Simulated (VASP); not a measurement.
# Be2ZnSe3 (P6/mmm) in VASP: a series of runs

Runs on Be2ZnSe3. Level: PBE. Tasks: relaxation of cell and atoms.

All numbers are computed with VASP 6.6.1; they aren't measurements. Logs are shortened: lines on timing, memory, paths and dates and some standing lists are left out, and cuts for length are marked.

## 1. The cell of the first run

The structure is hexagonal, space group P6/mmm (No. 191). The conventional cell has a = 6.047 Å, b = 6.047 Å, c = 3.396 Å, α = 90.00°, β = 90.00°, γ = 120.00°. Be (site symmetry -6m2) has 6 Se at 2.44 Å within 3.2 Å. Within 4.5 Å of Zn (site symmetry 6/mmm) lie 2 Zn at 3.40 Å and 12 Se at 3.47 Å and 6 Be at 3.49 Å. Within 3.2 Å of Se (site symmetry mmm) lie 4 Be at 2.44 Å and 4 Se at 3.02 Å.

## 2. Relaxation of cell and atoms, PBE

Input file INCAR:

```
  ALGO = Normal
  EDIFF = 1E-6
  EDIFFG = -0.01
  ENCUT = 600
  GGA = PE
  IBRION = 2
  ISIF = 3
  ISMEAR = 0
  LASPH = True
  LCHARG = False
  LREAL = False
  LWAVE = False
  NELM = 100
  NSW = 100
  PREC = Accurate
  SIGMA = 0.1
```

Input file KPOINTS:

```
k-points
0
Gamma
  6 6 12
```

Input file POSCAR:

```
Be2ZnSe3
1.0
    6.0465760100      0.0000000000      0.0000000000
   -3.0232880000      5.2364884300      0.0000000000
    0.0000000000      0.0000000000      3.3962801300
Be Zn Se
2 1 3
Direct
    0.3333333300      0.6666666700      0.0000000000
    0.6666666700      0.3333333300      0.0000000000
    0.0000000000      0.0000000000      0.0000000000
    0.5000000000      0.0000000000      0.5000000000
    0.5000000000      0.5000000000      0.5000000000
    0.0000000000      0.5000000000      0.5000000000
```

Potentials or basis: VASP PAW PBE potentials, release 64 (Be, Zn, Se).

Launch:

```console
$ cat potpaw_PBE.64/Be/POTCAR potpaw_PBE.64/Zn/POTCAR potpaw_PBE.64/Se/POTCAR > POTCAR
$ mpirun -np 1 vasp_std > vasp.out
```

OUTCAR:

```text
EDIFF = 1E-6
   EDIFFG = -0.01
   ENCUT = 600
   GGA = PE
   IBRION = 2
   ISIF = 3
   ISMEAR = 0
   LASPH = True
   LREAL = False
   NELM = 100
   NSW = 100
   PREC = Accurate

 ion  position               nearest neighbor table
   1  0.333  0.667  0.000-   4 2.44   4 2.44   6 2.44   6 2.44   5 2.44   5 2.44
   2  0.667  0.333  0.000-   4 2.44   4 2.44   6 2.44   6 2.44   5 2.44   5 2.44
   3  0.000  0.000  0.000-
   4  0.500  0.000  0.500-   1 2.44   2 2.44   1 2.44   2 2.44
   5  0.500  0.500  0.500-   1 2.44   2 2.44   1 2.44   2 2.44
   6  0.000  0.500  0.500-   1 2.44   2 2.44   1 2.44   2 2.44

  LATTYP: Found a hexagonal cell.
 ALAT       =     6.0465760100
 C/A-ratio  =     0.5616865023

  Lattice vectors:

 A1 = (   6.0465760100,   0.0000000000,   0.0000000000)
 A2 = (  -3.0232880000,   5.2364884300,   0.0000000000)
 A3 = (   0.0000000000,   0.0000000000,   3.3962801300)

Analysis of symmetry for initial positions (statically):
=====================================================================
 Subroutine PRICEL returns:
 Original cell was already a primitive cell.

 Routine SETGRP: Setting up the symmetry group for a
 hexagonal supercell.

 Subroutine GETGRP returns: Found 24 space group operations
 (whereof 24 operations were pure point group operations)
 out of a pool of 24 trial point group operations.

The static configuration has the point symmetry D_6h.

Analysis of symmetry for dynamics (positions and initial velocities):
=====================================================================
 Subroutine PRICEL returns:
 Original cell was already a primitive cell.

 Routine SETGRP: Setting up the symmetry group for a
 hexagonal supercell.

 Subroutine GETGRP returns: Found 24 space group operations
 (whereof 24 operations were pure point group operations)
 out of a pool of 24 trial point group operations.

The dynamic configuration has the point symmetry D_6h.

 Subroutine INISYM returns: Found 24 space group operations
 (whereof 24 operations are pure point group operations),
 and found     1 'primitive' translations

----------------------------------------------------------------------------------------

                                     Primitive cell

  volume of cell :     107.5358

  direct lattice vectors                    reciprocal lattice vectors
     6.046576010  0.000000000  0.000000000     0.165382854  0.095483835  0.000000000
    -3.023288000  5.236488430  0.000000000     0.000000000  0.190967671  0.000000000
     0.000000000  0.000000000  3.396280130     0.000000000  0.000000000  0.294439788

  length of vectors
     6.046576010  6.046576007  3.396280130     0.190967671  0.190967671  0.294439788

  position of ions in fractional coordinates (direct lattice)
     0.333333330  0.666666670  0.000000000
     0.666666670  0.333333330  0.000000000
     0.000000000  0.000000000  0.000000000
     0.500000000  0.000000000  0.500000000
     0.500000000  0.500000000  0.500000000
     0.000000000  0.500000000  0.500000000

  ion indices of the primitive-cell ions
   primitive index   ion index
                 1           1
                 2           2
                 3           3
                 4           4
                 5           5
                 6           6

----------------------------------------------------------------------------------------

 KPOINTS: k-points

Automatic generation of k-mesh.
 Grid dimensions read from file:
 generate k-points for:    6    6   12

 Generating k-lattice:

  Cartesian coordinates                     Fractional coordinates (reciprocal lattice)
     0.027563809  0.015913973  0.000000000     0.166666667 -0.000000000  0.000000000
     0.000000000  0.031827945  0.000000000     0.000000000  0.166666667  0.000000000
     0.000000000  0.000000000  0.024536649     0.000000000  0.000000000  0.083333333

  Length of vectors
     0.031827945  0.031827945  0.024536649

  Shift w.r.t. Gamma in fractional coordinates (k-lattice)
     0.000000000  0.000000000  0.000000000

 Subroutine IBZKPT returns following result:
 ===========================================

 Found     49 irreducible k-points:

 Following reciprocal coordinates:
            Coordinates               Weight
  0.000000  0.000000  0.000000      1.000000
  0.166667  0.000000  0.000000      6.000000
  0.333333  0.000000  0.000000      6.000000
  0.500000  0.000000  0.000000      3.000000
  0.166667  0.166667  0.000000      6.000000
  0.333333  0.166667  0.000000     12.000000
[... 16 lines left out ...]
  0.166667  0.000000  0.250000     12.000000
  0.333333  0.000000  0.250000     12.000000
 [... further k-points ...]
   k-points           NKPTS =     49   k-points in BZ     NKDIM =     49   number of bands    NBANDS=     21
   number of dos      NEDOS =    301   number of ions     NIONS =      6
   total plane-waves  NPLWV =  64512
   dimension x,y,z NGX =    48 NGY =   48 NGZ =   28
   dimension x,y,z NGXF=    96 NGYF=   96 NGZF=   56
   ions per type =               2   1   3
   NGX,Y,Z   is equivalent  to a cutoff of  13.20, 13.20, 13.71 a.u.
   NGXF,Y,Z  is equivalent  to a cutoff of  26.39, 26.39, 27.41 a.u.
 SYSTEM =  unknown system
   PREC   = accura    normal or accurate (medium, high low for compatibility)
   ISTART =      0    job   : 0-new  1-cont  2-samecut
   ICHARG =      2    charge: 1-file 2-atom 10-const
   ISPIN  =      1    spin polarized calculation?
   LNONCOLLINEAR =      F non collinear calculations
   LSORBIT =      F    spin-orbit coupling
   LASPH  =      T    aspherical Exc in radial PAW
   ENCUT  =  600.0 eV  44.10 Ry    6.64 a.u.  12.08 12.08  6.78*2*pi/ulx,y,z
   NELM   =    100;   NELMIN=  2; NELMDL= -5     # of ELM steps
   EDIFF  = 0.1E-05   stopping-criterion for ELM
   LREAL  =      F    real-space projection
   EDIFFG = -.1E-01   stopping-criterion for IOM
   NSW    =    100    number of steps for IOM
   IBRION =      2    ionic relax: 0-MD 1-quasi-New 2-CG
   NFREE  =      1    steps in history (QN), initial steepest desc. (CG)
   ISIF   =      3    stress and relaxation
   ISYM   =      2    0-nonsym 1-usesym 2-fastsym
   POTIM  = 0.5000    time-step for ionic-motion
   TEBEG  =    0.0;   TEEND  =   0.0 temperature during run
   PSTRESS=    0.0 pullay stress
   NELECT =      34.0000    total number of electrons
   NUPDOWN=      -1.0000    fix difference up-down
   EMIN   =  10.00;   EMAX   =-10.00  energy-range for DOS
   EFERMI =   0.00;   METHOD = LEGACY
   ISMEAR =     0;   SIGMA  =   0.10  broadening in eV -4-tet -1-fermi 0-gaus
   EFERMI_NEDOS =   21; number of points for ismear=-14 and -15
   IALGO  =     38    algorithm
   IMIX   =      4    mixing-type and parameters
     AMIX     =   0.40;   BMIX     =  1.00
     AMIX_MAG =   1.60;   BMIX_MAG =  1.00
  volume/ion in A,a.u.               =      17.92       120.95
  Fermi-wavevector in a.u.,A,eV,Ry     =   1.115279  2.107571 16.923561  1.243847
  Thomas-Fermi vector in A             =   2.251882
   LORBIT       =      0    0 simple, 1 ext, 2 COOP (PROOUT), +10 PAW based schemes
   GGA     = PE    functional components
   LHFCALC =     F    Hartree Fock is set to
   AEXX    =    0.0000 exact exchange contribution
   IVDW    =     0    specifies the selected vdW correction
   LEPSILON=     F    determine dielectric tensor
   LRPA    =     F    only Hartree local field effects (RPA)
 conjugate gradient relaxation of ions
 non-spin polarized calculation
 Gauss-broadening in eV      SIGMA  =   0.10
  energy-cutoff  :      600.00
  volume of cell :      107.54
 maximum number of plane-waves:      3620
   NGX = 25   NGY = 25   NGZ = 13

--------------------------------------- Ionic step        1  -------------------------------------------

 number of electron      34.0000004 magnetization

 Free energy of the ion-electron system (eV)
  ---------------------------------------------------
  ext. energy  EPLUGINS =         0.00000000
  ---------------------------------------------------
  free energy    TOTEN  =       -17.26649368 eV

  energy without entropy =      -17.24680641  energy(sigma->0) =      -17.25665005

------------------------ aborting loop because EDIFF is reached ----------------------------------------

  FORCE on cell =-STRESS in cart. coord.  units (eV):
  Direction    XX          YY          ZZ          XY          YZ          ZX
  --------------------------------------------------------------------------------------
  -------------------------------------------------------------------------------------
  Total        3.4252559      3.4252559     -0.1689612      0.0000000      0.0000000      0.0000000
  in kB       51.0329216     51.0329216     -2.5173548      0.0000000      0.0000000      0.0000000
  external PRESSURE =      33.1828295 kB  Pullay stress =       0.0000000 kB
[... 101 lines left out ...]
  FREE ENERGIE OF THE ION-ELECTRON SYSTEM (eV)
  ---------------------------------------------------
  free  energy   TOTEN  =       -17.3990150640 eV

  energy  without entropy=      -17.3763720161  energy(sigma->0) =      -17.38769354

[... ionic steps 4 to 12 ...]

--------------------------------------- Ionic step       13  -------------------------------------------

 number of electron      34.0000010 magnetization

------------------------ aborting loop because EDIFF is reached ----------------------------------------

  FORCE on cell =-STRESS in cart. coord.  units (eV):
  Direction    XX          YY          ZZ          XY          YZ          ZX
  --------------------------------------------------------------------------------------
  -------------------------------------------------------------------------------------
  Total        1.5649328      1.5649328      2.8411357      0.0000000      0.0000000     -0.0000000
  in kB       22.1256200     22.1256200     40.1690666      0.0000000      0.0000000     -0.0000000
  external PRESSURE =      28.1401022 kB  Pullay stress =       0.0000000 kB
[... 65 lines left out ...]
  energy  without entropy=      -17.9076075493  energy(sigma->0) =      -17.91203666

--------------------------------------- Ionic step       15  -------------------------------------------

 number of electron      34.0000021 magnetization

 Free energy of the ion-electron system (eV)
  ---------------------------------------------------
  ext. energy  EPLUGINS =         0.00000000
  ---------------------------------------------------
  free energy    TOTEN  =       -17.91771325 eV

  energy without entropy =      -17.90862992  energy(sigma->0) =      -17.91317158

 E-fermi :   3.3061     XC(G=0):  -9.4120

 val. band max:        3.3033665879   @ k =   0.0000   0.0000   0.3333
 cond. band min:       3.3274999175   @ k =   0.3333   0.1667   0.5000
 fundamental gap:      0.0241333296
 Fermi energy:         3.3060873647

 k-point     1 :       0.0000    0.0000    0.0000
  band No.  band energies     occupation
      1     -11.7468      2.00000
      2     -10.5905      2.00000
      3     -10.5905      2.00000
      4      -4.7943      2.00000
      5      -3.4026      2.00000
      6      -3.0595      2.00000
[... 550 lines left out ...]
      5      -3.0575      2.00000
      6      -3.0486      2.00000
[... 13 lines left out ...]
     20       6.0430      0.00000
     21       6.9456      0.00000

 [... further k-points ...]
[... 5 lines left out ...]
  --------------------------------------------------------------------------------------
  -------------------------------------------------------------------------------------
  Total        0.0536779      0.0536779     -0.0462175      0.0000000     -0.0000000      0.0000000
  in kB        0.7258261      0.7258261     -0.6249476      0.0000000     -0.0000000      0.0000000
  external PRESSURE =       0.2755682 kB  Pullay stress =       0.0000000 kB
[... 21 lines left out ...]
  FREE ENERGIE OF THE ION-ELECTRON SYSTEM (eV)
  ---------------------------------------------------
  free  energy   TOTEN  =       -17.9177132520 eV

  energy  without entropy=      -17.9086299170  energy(sigma->0) =      -17.91317158

 reached required accuracy - stopping structural energy minimisation
```

Wall time 17 min (1 thread of Intel Xeon 6975P-C, shared host); peak memory 0.36 GiB.

Results:

```yaml
Free_energy: -17.9177 eV
Relaxed_volume: 19.75 Å³/atom
Relaxed_cell: a = 6.945 Å, b = 6.945 Å, c = 2.837 Å, α = 90.00°, β = 90.00°, γ = 120.00°
Space_group_after_relaxing_to_0.05_Å: P6/mmm (No. 191)
Energy_gained_by_relaxing: 108.5 meV/atom
Ionic_steps: 15
Pressure_after_relaxing: 0.0 GPa
Band_gap_on_the_k_mesh: zero (band 17 reaches 5.33 eV, above the bottom of band 18 at 2.33 eV)
```

The path:
```
step  energy change (eV)  largest force (eV/Å)  pressure (GPa)  volume (Å³)
   1              0.0000                0.0000            3.32       107.54
   2             -0.1162                0.0000            0.07       113.39
   3             -0.1325                0.0000           -1.15       116.14
   4             -0.1332                0.0000           -1.51       116.93
   5             -0.1907                0.0000           -0.85       116.31
   6             -0.2592                0.0000           -0.46       115.62
   7             -0.4380                0.0000            1.00       113.89
   8             -0.2797                0.0000            6.93       109.00
   9             -0.5166                0.0000            1.89       112.94
  10             -0.5635                0.0000            3.84       111.12
  11             -0.5747                0.0000            3.69       112.24
  12             -0.5773                0.0000            3.69       111.91
  13             -0.6065                0.0000            2.81       113.32
  14             -0.6500                0.0000            0.45       117.62
  15             -0.6512                0.0000            0.03       118.49
```

Final structure:
```cif
data_structure
_symmetry_space_group_name_H-M 'P 1'
_symmetry_Int_Tables_number 1
_cell_length_a 6.9450
_cell_length_b 6.9450
_cell_length_c 2.8366
_cell_angle_alpha 90.000
_cell_angle_beta 90.000
_cell_angle_gamma 120.000
_cell_volume 118.49
loop_
_atom_site_label
_atom_site_type_symbol
_atom_site_fract_x
_atom_site_fract_y
_atom_site_fract_z
_atom_site_occupancy
Be1 Be 0.33333 0.66667 0.00000 1
Be2 Be 0.66667 0.33333 0.00000 1
Zn1 Zn 0.00000 0.00000 0.00000 1
Se1 Se 0.50000 0.00000 0.50000 1
Se2 Se 0.50000 0.50000 0.50000 1
Se3 Se 0.00000 0.50000 0.50000 1
```

[end of part 1 of 2]
